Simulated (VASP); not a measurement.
Tl3W: single point with PBE

Tl3W:

```
CELL_PARAMETERS angstrom
4.54547 0.00000 0.00000
0.00000 4.54547 0.00000
0.00000 0.00000 4.54547
ATOMIC_POSITIONS crystal
Tl 0.00000 0.50000 0.50000
Tl 0.50000 0.00000 0.50000
Tl 0.50000 0.50000 0.00000
W 0.00000 0.00000 0.00000
```

```yaml
Program: VASP 6.6.1
Task: single point
Functional: PBE
Potentials_or_basis: VASP PAW PBE potentials, release 64 (Tl_d, W_sv)
Cutoff: 520 eV
k_mesh: 10 × 10 × 10
Occupations: gaussian, width 0.1 eV
Spin: no spin polarisation
```

- Pressure: 0.0 GPa
- Band gap on the k mesh: zero (an odd number of electrons rules out a gap without spin polarisation)

Levels at points of the mesh, in eV from the Fermi level:
```csv
k point,band 25,band 26,band 27,band 28,band 29,band 30
"(0.00, 0.00, 0.00)",-1.75,0.02,0.02,0.02,1.07,1.07
"(0.50, 0.00, 0.00)",-1.71,-0.59,-0.04,1.27,1.68,1.68
"(0.50, 0.50, 0.00)",-1.38,-0.04,-0.01,0.50,2.11,2.59
"(0.50, 0.50, 0.50)",-2.79,-2.79,-0.24,0.29,0.29,1.31
```

It took 66 s on 1 thread of Intel(R) Xeon(R) 6975P-C (Granite Rapids) (shared host), peak memory 0.3 GiB.

Caveat: spin-orbit coupling is left out, which moves the levels of the heavy elements.
